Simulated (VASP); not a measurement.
# GaP (F-43m) in VASP: further runs

The runs below take GaP through single point, with PBEsol, PBE-based screened hybrid, HSE06, PBE-based global hybrid.

All numbers are computed with VASP 6.6.1; they aren't measurements. Logs are shortened: lines on timing, memory, paths and dates and some standing lists are left out, and cuts for length are marked.

## (1) The cell of the first run

Symmetry: F-43m, No. 216, cubic system. The conventional cell has a = 5.451 Å, b = 5.451 Å, c = 5.451 Å, α = 90.00°, β = 90.00°, γ = 90.00°. Within 3.1 Å of Ga (site symmetry -43m) lie 4 P at 2.36 Å. P (site symmetry -43m) has 4 Ga at 2.36 Å within 3.1 Å.

## (2) Single point, PBEsol

INCAR

```
SYSTEM = GaP
  ALGO = Normal
  EDIFF = 1E-6
  ENCUT = 520
  GGA = PS
  ISIF = 2
  ISMEAR = 0
  LASPH = .TRUE.
  LCHARG = .FALSE.
  LREAL = .FALSE.
  LWAVE = .FALSE.
  NBANDS = 16
  NELM = 60
  PREC = Accurate
  SIGMA = 0.01
```

KPOINTS

```
k-points
0
G
  6 6 6
  0 0 0
```

POSCAR

```
GaP
1.0
    0.0000000000      2.7253992957      2.7253992957
    2.7253992957      0.0000000000      2.7253992957
    2.7253992957      2.7253992957      0.0000000000
Ga P
1 1
Direct
    0.0000000000      0.0000000000      0.0000000000
    0.2500000000      0.2500000000      0.2500000000
```

Potentials or basis: VASP PAW PBE potentials, release 64 (Ga_d, P).

Command:

```sh
> cat potpaw_PBE.64/Ga_d/POTCAR potpaw_PBE.64/P/POTCAR > POTCAR
> mpirun -np 1 vasp_std > vasp.out
```

OUTCAR:

```text
SYSTEM = GaP
   EDIFF = 1E-6
   ENCUT = 520
   GGA = PS
   ISIF = 2
   ISMEAR = 0
   LASPH = .TRUE.
   LREAL = .FALSE.
   NELM = 60
   PREC = Accurate

 ion  position               nearest neighbor table
   1  0.000  0.000  0.000-   2 2.36   2 2.36   2 2.36   2 2.36
   2  0.250  0.250  0.250-   1 2.36   1 2.36   1 2.36   1 2.36

  LATTYP: Found a face centered cubic cell.
 ALAT       =     5.4507985914

  Lattice vectors:

 A1 = (   0.0000000000,   2.7253992957,   2.7253992957)
 A2 = (   2.7253992957,   0.0000000000,   2.7253992957)
 A3 = (   2.7253992957,   2.7253992957,   0.0000000000)

Analysis of symmetry for initial positions (statically):
=====================================================================
 Subroutine PRICEL returns:
 Original cell was already a primitive cell.

 Routine SETGRP: Setting up the symmetry group for a
 face centered cubic supercell.

 Subroutine GETGRP returns: Found 24 space group operations
 (whereof 24 operations were pure point group operations)
 out of a pool of 48 trial point group operations.

The static configuration has the point symmetry T_d .

Analysis of symmetry for dynamics (positions and initial velocities):
=====================================================================
 Subroutine PRICEL returns:
 Original cell was already a primitive cell.

 Routine SETGRP: Setting up the symmetry group for a
 face centered cubic supercell.

 Subroutine GETGRP returns: Found 24 space group operations
 (whereof 24 operations were pure point group operations)
 out of a pool of 48 trial point group operations.

The dynamic configuration has the point symmetry T_d .

 Subroutine INISYM returns: Found 24 space group operations
 (whereof 24 operations are pure point group operations),
 and found     1 'primitive' translations

----------------------------------------------------------------------------------------

                                     Primitive cell

  volume of cell :      40.4874

  direct lattice vectors                    reciprocal lattice vectors
     0.000000000  2.725399296  2.725399296    -0.183459356  0.183459356  0.183459356
     2.725399296  0.000000000  2.725399296     0.183459356 -0.183459356  0.183459356
     2.725399296  2.725399296  0.000000000     0.183459356  0.183459356 -0.183459356

  length of vectors
     3.854296647  3.854296647  3.854296647     0.317760926  0.317760926  0.317760926

[... 70 lines left out ...]
   NELM   =     60;   NELMIN=  2; NELMDL= -5     # of ELM steps
   EDIFF  = 0.1E-05   stopping-criterion for ELM
   LREAL  =      F    real-space projection
   EDIFFG = 0.1E-04   stopping-criterion for IOM
   NSW    =      0    number of steps for IOM
   IBRION =     -1    ionic relax: 0-MD 1-quasi-New 2-CG
   NFREE  =      0    steps in history (QN), initial steepest desc. (CG)
   ISIF   =      2    stress and relaxation
   ISYM   =      2    0-nonsym 1-usesym 2-fastsym
   POTIM  = 0.5000    time-step for ionic-motion
   TEBEG  =    0.0;   TEEND  =   0.0 temperature during run
   PSTRESS=    0.0 pullay stress
   NELECT =      18.0000    total number of electrons
   NUPDOWN=      -1.0000    fix difference up-down
   EMIN   =  10.00;   EMAX   =-10.00  energy-range for DOS
   EFERMI =   0.00;   METHOD = LEGACY
   ISMEAR =     0;   SIGMA  =   0.01  broadening in eV -4-tet -1-fermi 0-gaus
   EFERMI_NEDOS =   21; number of points for ismear=-14 and -15
   IALGO  =     38    algorithm
   IMIX   =      4    mixing-type and parameters
     AMIX     =   0.40;   BMIX     =  1.00
     AMIX_MAG =   1.60;   BMIX_MAG =  1.00
  volume/ion in A,a.u.               =      20.24       136.61
  Fermi-wavevector in a.u.,A,eV,Ry     =   1.249469  2.361154 21.241049  1.561173
  Thomas-Fermi vector in A             =   2.383508
   LORBIT       =      0    0 simple, 1 ext, 2 COOP (PROOUT), +10 PAW based schemes
   GGA     = PS    functional components
   LHFCALC =     F    Hartree Fock is set to
   AEXX    =    0.0000 exact exchange contribution
   IVDW    =     0    specifies the selected vdW correction
   LEPSILON=     F    determine dielectric tensor
   LRPA    =     F    only Hartree local field effects (RPA)
 non-spin polarized calculation
 Gauss-broadening in eV      SIGMA  =   0.01
  energy-cutoff  :      520.00
  volume of cell :       40.49
 maximum number of plane-waves:      1113
 NGX is ok and might be reduce to    30
   NGX = 15   NGY = 15   NGZ = 15

 number of electron      17.9999989 magnetization

 Free energy of the ion-electron system (eV)
  ---------------------------------------------------
  ext. energy  EPLUGINS =         0.00000000
  ---------------------------------------------------
  free energy    TOTEN  =        -9.90566810 eV

  energy without entropy =       -9.90566810  energy(sigma->0) =       -9.90566810

 E-fermi :   4.7037     XC(G=0): -10.0180

 val. band max:        4.5737395105   @ k =   0.0000   0.0000   0.0000
 cond. band min:       6.0860677136   @ k =   0.5000   0.5000   0.0000
 fundamental gap:      1.5123282031
 Fermi energy:         4.7036649159

 k-point     1 :       0.0000    0.0000    0.0000
  band No.  band energies     occupation
      1      -9.9742      2.00000
      2      -9.9742      2.00000
      3      -9.9742      2.00000
      4      -9.8738      2.00000
      5      -9.8738      2.00000
      6      -7.9505      2.00000
[... 281 lines left out ...]
      3      -9.9137      2.00000
      4      -9.8948      2.00000
      5      -9.8605      2.00000
      6      -4.8762      2.00000
[... 8 lines left out ...]
     15      16.4598      0.00000
     16      18.1613      0.00000

------------------------ aborting loop because EDIFF is reached ----------------------------------------

  FORCE on cell =-STRESS in cart. coord.  units (eV):
  Direction    XX          YY          ZZ          XY          YZ          ZX
  --------------------------------------------------------------------------------------
  -------------------------------------------------------------------------------------
  Total       -0.1595946     -0.1595946     -0.1595946     -0.0000000      0.0000000     -0.0000000
  in kB       -6.3155081     -6.3155081     -6.3155081     -0.0000000      0.0000000     -0.0000000
  external PRESSURE =      -6.3155081 kB  Pullay stress =       0.0000000 kB

 VOLUME and BASIS-vectors are now :
 -----------------------------------------------------------------------------
  energy-cutoff  :      520.00
  volume of cell :       40.49
      direct lattice vectors                 reciprocal lattice vectors
     0.000000000  2.725399296  2.725399296    -0.183459356  0.183459356  0.183459356
     2.725399296  0.000000000  2.725399296     0.183459356 -0.183459356  0.183459356
     2.725399296  2.725399296  0.000000000     0.183459356  0.183459356 -0.183459356

 POSITION                                       TOTAL-FORCE (eV/Angst)
 -----------------------------------------------------------------------------------
      0.00000      0.00000      0.00000         0.000000      0.000000      0.000000
      1.36270      1.36270      1.36270        -0.000000     -0.000000     -0.000000
 -----------------------------------------------------------------------------------
    total drift:                                0.000000      0.000000      0.000000

  FREE ENERGIE OF THE ION-ELECTRON SYSTEM (eV)
  ---------------------------------------------------
  free  energy   TOTEN  =        -9.9056681013 eV

  energy  without entropy=       -9.9056681013  energy(sigma->0) =       -9.90566810
```

OSZICAR:

```text
N       E                     dE             d eps       ncg     rms          rms(c)
DAV:   1     0.789013191971E+02    0.78901E+02   -0.89063E+03   536   0.161E+03
DAV:   2    -0.411863437845E+01   -0.83020E+02   -0.79866E+02   600   0.311E+02
DAV:   3    -0.100994630762E+02   -0.59808E+01   -0.59659E+01   640   0.642E+01
DAV:   4    -0.101926006359E+02   -0.93138E-01   -0.93119E-01   640   0.869E+00
DAV:   5    -0.101945731689E+02   -0.19725E-02   -0.19725E-02   624   0.112E+00    0.412E+00
DAV:   6    -0.994701226693E+01    0.24756E+00   -0.35211E-01   808   0.114E+01    0.262E+00
DAV:   7    -0.990824867376E+01    0.38764E-01   -0.80851E-02   720   0.221E+00    0.984E-01
DAV:   8    -0.990545459604E+01    0.27941E-02   -0.12150E-02   640   0.128E+00    0.175E-01
DAV:   9    -0.990561353753E+01   -0.15894E-03   -0.10094E-03   680   0.434E-01    0.638E-02
DAV:  10    -0.990564056097E+01   -0.27023E-04   -0.67086E-05   760   0.865E-02    0.285E-02
DAV:  11    -0.990566827479E+01   -0.27714E-04   -0.29566E-05   552   0.586E-02    0.600E-03
DAV:  12    -0.990566810128E+01    0.17351E-06   -0.11327E-06   504   0.136E-02
   1 F= -.99056681E+01 E0= -.99056681E+01  d E =-.382029E-77
```

stdout:

```text
POSCAR found type information on POSCAR GaP
 POSCAR found :  2 types and       2 ions
 scaLAPACK will be used
 -----------------------------------------------------------------------------
|                                                                             |
|                                                                             |
|     You enforced a specific xc type in the INCAR file but a different       |
|     I HOPE YOU KNOW WHAT YOU ARE DOING!                                     |
|                                                                             |
 -----------------------------------------------------------------------------

 LDA part: xc-table for (Slater+PW92), standard interpolation
 POSCAR, INCAR and KPOINTS ok, starting setup
 FFT: planning ... GRIDC
 FFT: planning ... GRID_SOFT
 FFT: planning ... GRID
 WAVECAR not read
 entering main loop
```

Run time: 6 s. Hardware: 1 thread of Intel Xeon 6975P-C (Granite Rapids), shared host; peak memory 0.16 GiB.

Results:

```
Free energy            : -9.9057 eV
Pressure               : -0.6 GPa
Band gap on the k mesh : 1.51 eV, indirect (least direct gap 1.75 eV)
```

Caveat: the PAW data sets were made with another functional, which shifts forces and pressure a little. Expect the measured gap to be larger: semilocal functionals such as PBEsol lack the derivative discontinuity.

(Continued in part 2 of 2.)
